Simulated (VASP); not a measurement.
Pt: electric field gradients with r2SCAN

Crystal: Pt.

```xyz
8
Lattice="0.0000 3.9218 3.9218 3.9218 0.0000 3.9218 3.9218 3.9218 0.0000" Properties=species:S:1:pos:R:3 pbc="T T T"
Pt    0.0000    0.0000    0.0000
Pt    1.9609    1.9609    0.0000
Pt    1.9609    0.0000    1.9609
Pt    3.9218    1.9609    1.9609
Pt    0.0000    1.9609    1.9609
Pt    1.9609    3.9218    1.9609
Pt    1.9609    1.9609    3.9218
Pt    3.9218    3.9218    3.9218
```

| Property | Result |
| --- | --- |
| Program | VASP 6.6.1 |
| Task | electric field gradients |
| Functional | r2SCAN |
| Potentials or basis | VASP PAW PBE potentials, release 64 (Pt) |
| Cutoff | 520 eV |
| k mesh | 7 × 7 × 7 |
| Occupations | fermi-dirac, width 0.05 eV |
| Spin | no spin polarisation |
| Dipole correction | no |
| Further INCAR settings | ALGO = Normal; EDIFF = 1e-08; NBANDS = 50 |

The pressure is 4.6 GPa. The band gap on the k mesh is zero (bands 40 and 41 overlap by 0.88 eV). The largest electric field gradient by atom is under 0.05 V/Å² on every atom.

Levels at points of the mesh, in eV from the Fermi level:
```tsv
k point	band 36	band 37	band 38	band 39	band 40	band 41	band 42	band 43	band 44	band 45
(0.00, 0.00, 0.00)	0.04	0.04	0.04	0.04	0.54	0.54	0.54	0.54	0.54	0.54
```

Wall time 8.4 min on 1 thread of Intel(R) Xeon(R) Platinum 8488C (Sapphire Rapids), with other jobs on the host, peak memory 0.32 GiB.

Caveat: the cell stands under pressure; the PAW data sets were made with another functional, which shifts forces and pressure a little; spin-orbit coupling is left out, which moves the levels of the heavy elements.
